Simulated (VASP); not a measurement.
# MgO (P3m1) in VASP: notebook, part 2 of 2

VASP 6.6.1. The steps go on from the part before.

## (3) Single point, PBE (atom 6 (O) moved by +0.000 Å along [1 0 0] and -0.220 Å along [0 0 1])

INCAR

```
PREC = Accurate ; ENCUT = 520
EDIFF = 1E-6 ; ISMEAR = 0
SIGMA = 0.05 ; LREAL = False
LASPH = True ; NELM = 100
ALGO = Normal ; ISIF = 2
LWAVE = False ; LCHARG = False
GGA = PE ; NBANDS = 26
```

KPOINTS

```
Automatic mesh
0
Gamma
  9 9 2
```

POSCAR

```
MgO
1.0
    3.2803754002      0.0000000000      0.0000000000
   -1.6401877001      2.8408884305      0.0000000000
    0.0000000000      0.0000000000     10.5147056238
Mg O
4 4
Direct
    0.3333333333      0.6666666667      0.9694791811
    0.0000000000      0.0000000000      0.2208070585
    0.0000000000      0.0000000000      0.7208070585
    0.6666666667      0.3333333333      0.4694791811
    0.3333333333      0.6666666667      0.7800540723
    0.0000000000      0.0000000000      0.5087347907
    0.0000000000      0.0000000000      0.0296578681
    0.6666666667      0.3333333333      0.2800540723
```

Potentials or basis: VASP PAW PBE potentials, release 64 (Mg, O).

Run with:

```sh
$ cat potpaw_PBE.64/Mg/POTCAR potpaw_PBE.64/O/POTCAR > POTCAR
$ mpirun -np 1 vasp_std > vasp.out
```

OUTCAR:

```text
PREC = Accurate
   ENCUT = 520
   EDIFF = 1E-6
   ISMEAR = 0
   LREAL = False
   LASPH = True
   NELM = 100
   ISIF = 2
   GGA = PE

 ion  position               nearest neighbor table
   1  0.333  0.667  0.969-   5 1.99   7 2.00   7 2.00   7 2.00   3 3.23   3 3.23   3 3.23   2 3.25
                             2 3.25   2 3.25
   2  0.000  0.000  0.221-   8 1.99   8 1.99   8 1.99   7 2.01   4 3.23   4 3.23   4 3.23   1 3.25
                             1 3.25   1 3.25
   3  0.000  0.000  0.721-   5 1.99   5 1.99   5 1.99   6 2.23   1 3.23   1 3.23   1 3.23   4 3.25
                             4 3.25   4 3.25
   4  0.667  0.333  0.469-   6 1.94   6 1.94   6 1.94   8 1.99   2 3.23   2 3.23   2 3.23   3 3.25
                             3 3.25   3 3.25
   5  0.333  0.667  0.780-   1 1.99   3 1.99   3 1.99   3 1.99
   6  0.000  0.000  0.509-   4 1.94   4 1.94   4 1.94   3 2.23
   7  0.000  0.000  0.030-   1 2.00   1 2.00   1 2.00   2 2.01
   8  0.667  0.333  0.280-   4 1.99   2 1.99   2 1.99   2 1.99

  LATTYP: Found a hexagonal cell.
 ALAT       =     3.2803754002
 C/A-ratio  =     3.2053360793

  Lattice vectors:

 A1 = (   3.2803754002,   0.0000000000,   0.0000000000)
 A2 = (  -1.6401877001,   2.8408884305,   0.0000000000)
 A3 = (   0.0000000000,   0.0000000000,  10.5147056238)

Analysis of symmetry for initial positions (statically):
=====================================================================
 Subroutine PRICEL returns:
 Original cell was already a primitive cell.

 Routine SETGRP: Setting up the symmetry group for a
 hexagonal supercell.

 Subroutine GETGRP returns: Found  6 space group operations
 (whereof  6 operations were pure point group operations)
 out of a pool of 24 trial point group operations.

The static configuration has the point symmetry C_3v.

Analysis of symmetry for dynamics (positions and initial velocities):
=====================================================================
 Subroutine PRICEL returns:
 Original cell was already a primitive cell.

 Routine SETGRP: Setting up the symmetry group for a
 hexagonal supercell.

 Subroutine GETGRP returns: Found  6 space group operations
 (whereof  6 operations were pure point group operations)
 out of a pool of 24 trial point group operations.

The dynamic configuration has the point symmetry C_3v.

 Subroutine INISYM returns: Found  6 space group operations
 (whereof  6 operations are pure point group operations),
 and found     1 'primitive' translations

----------------------------------------------------------------------------------------

                                     Primitive cell

  volume of cell :      97.9884

  direct lattice vectors                    reciprocal lattice vectors
     3.280375400  0.000000000  0.000000000     0.304843159  0.176001280  0.000000000
    -1.640187700  2.840888431  0.000000000     0.000000000  0.352002560  0.000000000
[... 49 lines left out ...]

 Found     24 irreducible k-points:

 Following reciprocal coordinates:
            Coordinates               Weight
  0.000000  0.000000  0.000000      1.000000
  0.111111  0.000000  0.000000      6.000000
  0.222222  0.000000  0.000000      6.000000
  0.333333  0.000000  0.000000      6.000000
  0.444444  0.000000  0.000000      6.000000
  0.111111  0.111111  0.000000      6.000000
[... 16 lines left out ...]
  0.333333  0.222222  0.500000     12.000000
  0.333333  0.333333  0.500000      2.000000
   k-points           NKPTS =     24   k-points in BZ     NKDIM =     24   number of bands    NBANDS=     26
   number of dos      NEDOS =    301   number of ions     NIONS =      8
   total plane-waves  NPLWV =  46080
   dimension x,y,z NGX =    24 NGY =   24 NGZ =   80
   dimension x,y,z NGXF=    48 NGYF=   48 NGZF=  160
   ions per type =               4   4
   NGX,Y,Z   is equivalent  to a cutoff of  12.16, 12.16, 12.65 a.u.
   NGXF,Y,Z  is equivalent  to a cutoff of  24.33, 24.33, 25.30 a.u.
 SYSTEM =  unknown system
   PREC   = accura    normal or accurate (medium, high low for compatibility)
   ISTART =      0    job   : 0-new  1-cont  2-samecut
   ICHARG =      2    charge: 1-file 2-atom 10-const
   ISPIN  =      1    spin polarized calculation?
   LNONCOLLINEAR =      F non collinear calculations
   LSORBIT =      F    spin-orbit coupling
   LASPH  =      T    aspherical Exc in radial PAW
   ENCUT  =  520.0 eV  38.22 Ry    6.18 a.u.   6.10  6.10 19.55*2*pi/ulx,y,z
   NELM   =    100;   NELMIN=  2; NELMDL= -5     # of ELM steps
   EDIFF  = 0.1E-05   stopping-criterion for ELM
   LREAL  =      F    real-space projection
   EDIFFG = 0.1E-04   stopping-criterion for IOM
   NSW    =      0    number of steps for IOM
   IBRION =     -1    ionic relax: 0-MD 1-quasi-New 2-CG
   NFREE  =      0    steps in history (QN), initial steepest desc. (CG)
   ISIF   =      2    stress and relaxation
   ISYM   =      2    0-nonsym 1-usesym 2-fastsym
   POTIM  = 0.5000    time-step for ionic-motion
   TEBEG  =    0.0;   TEEND  =   0.0 temperature during run
   PSTRESS=    0.0 pullay stress
   NELECT =      32.0000    total number of electrons
   NUPDOWN=      -1.0000    fix difference up-down
   EMIN   =  10.00;   EMAX   =-10.00  energy-range for DOS
   EFERMI =   0.00;   METHOD = LEGACY
   ISMEAR =     0;   SIGMA  =   0.05  broadening in eV -4-tet -1-fermi 0-gaus
   EFERMI_NEDOS =   21; number of points for ismear=-14 and -15
   IALGO  =     38    algorithm
   IMIX   =      4    mixing-type and parameters
     AMIX     =   0.40;   BMIX     =  1.00
     AMIX_MAG =   1.60;   BMIX_MAG =  1.00
  volume/ion in A,a.u.               =      12.25        82.66
  Fermi-wavevector in a.u.,A,eV,Ry     =   1.127370  2.130421 17.292509  1.270964
  Thomas-Fermi vector in A             =   2.264056
   LORBIT       =      0    0 simple, 1 ext, 2 COOP (PROOUT), +10 PAW based schemes
   GGA     = PE    functional components
   LHFCALC =     F    Hartree Fock is set to
   AEXX    =    0.0000 exact exchange contribution
   IVDW    =     0    specifies the selected vdW correction
   LEPSILON=     F    determine dielectric tensor
   LRPA    =     F    only Hartree local field effects (RPA)
 non-spin polarized calculation
 Gauss-broadening in eV      SIGMA  =   0.05
  energy-cutoff  :      520.00
  volume of cell :       97.99
 maximum number of plane-waves:      2688
   NGX = 13   NGY = 13   NGZ = 39

 number of electron      32.0000023 magnetization

 Free energy of the ion-electron system (eV)
  ---------------------------------------------------
  ext. energy  EPLUGINS =         0.00000000
  ---------------------------------------------------
  free energy    TOTEN  =       -46.64803546 eV

  energy without entropy =      -46.64803546  energy(sigma->0) =      -46.64803546

 E-fermi :   1.3726     XC(G=0):  -9.5899

 val. band max:        1.1645400680   @ k =   0.0000   0.0000   0.0000
 cond. band min:       3.9669164672   @ k =   0.0000   0.0000   0.0000
 fundamental gap:      2.8023763992
 Fermi energy:         1.3726464705

 k-point     1 :       0.0000    0.0000    0.0000
  band No.  band energies     occupation
      1     -15.5483      2.00000
      2     -14.9391      2.00000
      3     -14.8419      2.00000
      4     -14.0992      2.00000
      5      -2.4532      2.00000
      6      -1.1217      2.00000
[... 685 lines left out ...]
     25      13.0338      0.00000
     26      13.2167      0.00000

------------------------ aborting loop because EDIFF is reached ----------------------------------------

  FORCE on cell =-STRESS in cart. coord.  units (eV):
  Direction    XX          YY          ZZ          XY          YZ          ZX
  --------------------------------------------------------------------------------------
  -------------------------------------------------------------------------------------
  Total        0.8382595      0.8382595     -1.1910521      0.0000000      0.0000000      0.0000000
  in kB       13.7061096     13.7061096    -19.4745088      0.0000000      0.0000000      0.0000000
  external PRESSURE =       2.6459035 kB  Pullay stress =       0.0000000 kB

 VOLUME and BASIS-vectors are now :
 -----------------------------------------------------------------------------
  energy-cutoff  :      520.00
  volume of cell :       97.99
      direct lattice vectors                 reciprocal lattice vectors
     3.280375400  0.000000000  0.000000000     0.304843159  0.176001280  0.000000000
    -1.640187700  2.840888431  0.000000000     0.000000000  0.352002560  0.000000000
     0.000000000  0.000000000 10.514705624     0.000000000  0.000000000  0.095104897

 POSITION                                       TOTAL-FORCE (eV/Angst)
 -----------------------------------------------------------------------------------
     -0.00000      1.89393     10.19379         0.000000     -0.000000      0.448719
      0.00000      0.00000      2.32172        -0.000000      0.000000      0.470726
      0.00000      0.00000      7.57907         0.000000      0.000000     -0.499581
      1.64019      0.94696      4.93644        -0.000000      0.000000     -1.266550
     -0.00000      1.89393      8.20204         0.000000      0.000000     -0.451414
      0.00000      0.00000      5.34920        -0.000000      0.000000      2.245454
      0.00000      0.00000      0.31184        -0.000000      0.000000     -0.455939
      1.64019      0.94696      2.94469        -0.000000     -0.000000     -0.491415
 -----------------------------------------------------------------------------------
    total drift:                               -0.000002      0.000001     -0.000444

  FREE ENERGIE OF THE ION-ELECTRON SYSTEM (eV)
  ---------------------------------------------------
  free  energy   TOTEN  =       -46.6480354578 eV

  energy  without entropy=      -46.6480354578  energy(sigma->0) =      -46.64803546
```

It took 25 s on 1 thread of Intel Xeon 6975P-C (Granite Rapids), shared host; peak memory 0.22 GiB.

What came out:

```yaml
Free_energy: -46.6480 eV
Pressure: 0.3 GPa
Largest_force: 2.245 eV/Å
Band_gap_on_the_k_mesh: 2.80 eV, direct
```

Forces in eV/Å, atoms in the order of the input:
```
Mg   0.000  0.000  0.449
Mg   0.000  0.000  0.471
Mg   0.000  0.000 -0.500
Mg   0.000  0.000 -1.267
O    0.000  0.000 -0.451
O    0.000  0.000  2.245
O    0.000  0.000 -0.456
O    0.000  0.000 -0.491
```

Caveat: the cell differs from its parent crystal (atom 6 (O) moved by +0.000 Å along [1 0 0] and -0.220 Å along [0 0 1]); forces of over 1 eV/Å act on the atoms, so gaps and moduli don't describe the material at rest.
